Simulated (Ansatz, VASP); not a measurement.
# One calculation of MnSi, two programs

Contents of INCAR:

```
SYSTEM = MnSi
PREC     = Accurate       ! precision mode
ENCUT    = 520            ! plane-wave cutoff, eV
EDIFF    = 1E-8           ! SCF threshold, eV
ISMEAR   = -1             ! smearing method
SIGMA    = 0.05           ! smearing width, eV
LREAL    = .False.        ! projectors in reciprocal space
LASPH    = .True.         ! aspherical terms in the spheres
NELM     = 150            ! most SCF steps
ALGO     = Normal         ! electronic algorithm
ISIF     = 2              ! what is computed and relaxed
LWAVE    = .False.        ! write WAVECAR
LCHARG   = .False.        ! write CHGCAR
ISPIN    = 2              ! spin polarisation
MAGMOM   = 4 0            ! initial moments
LORBIT   = 11             ! projections on sites
LMAXMIX  = 4              ! l up to which the mixer works
GGA      = PE             ! functional
LEFG     = .True.       
NBANDS   = 20             ! bands
```

Contents of KPOINTS:

```
Automatic mesh
0
Gamma
  15 15 15
  0 0 0
```

File POSCAR:

```
MnSi
1.0
    0.0000000000      2.4224954964      2.4224954964
    2.4224954964      0.0000000000      2.4224954964
    2.4224954964      2.4224954964      0.0000000000
Mn Si
1 1
Direct
    0.0000000000      0.0000000000      0.0350271033
    0.5000000000      0.5000000000      0.5000000000
```

Input for Ansatz:

```yaml
crystal:
  lattice:
    - [0.0, 2.4224954964, 2.4224954964]
    - [2.4224954964, 0.0, 2.4224954964]
    - [2.4224954964, 2.4224954964, 0.0]
  atoms:
    - { symbol: Mn, position: [0.0, 0.0, 0.0350271033], spin: 4.0 }
    - { symbol: Si, position: [0.5, 0.5, 0.5] }
magnetization:
  spin_polarized: true
kpoints:
  mp_grid: { grid: [15, 15, 15] }
scf:
  occupations: { method: fermi_dirac, width: 0.05 }
hamiltonian:
  xc: pbe
  pseudopotentials: { kind: paw }
output:
  forces: true
  stress: true
  eigenvalues: true
  efg: { contact_densities: true }
```

Alike in both runs: task electric field gradients; functional PBE; k mesh 15 × 15 × 15; occupations fermi-dirac, width 0.05 eV; collinear spin.

|  | VASP | Ansatz |
| --- | --- | --- |
| version | VASP 6.6.1 | Ansatz 0.2.0 |
| potentials or method | VASP PAW PBE potentials, release 64 (Mn_pv, Si) | PAW with Ansatz's default frozen-core files, scalar-relativistic |
| plane-wave cutoff (eV) | 520 | 420 |
| valence electrons in the cell | 17 | 19 |

```tsv
	VASP	Ansatz	Ansatz less VASP
pressure (GPa)	0.7	0.7	+0.05
traceless stress, the component that is largest in VASP (GPa)	-1.23	-1.23	+0.004
rms of the force components (eV/Å)	0.464	0.462	-0.0019
net moment per atom (μB)	1.22	1.22	+0.002
size of the moment on the site where the two differ most (μB)	2.55	2.42	-0.126
size of Vzz on the site where it differs most (V/Å²)	1.2	1.0	-0.15
```

Site moments also hang on the region over which each program counts them. Atom by atom the forces differ by 0.002 eV/Å (rms over components). VASP's potentials hold 17 valence electrons a cell and Ansatz's 19, so a difference there can come from the potentials and not from the codes.
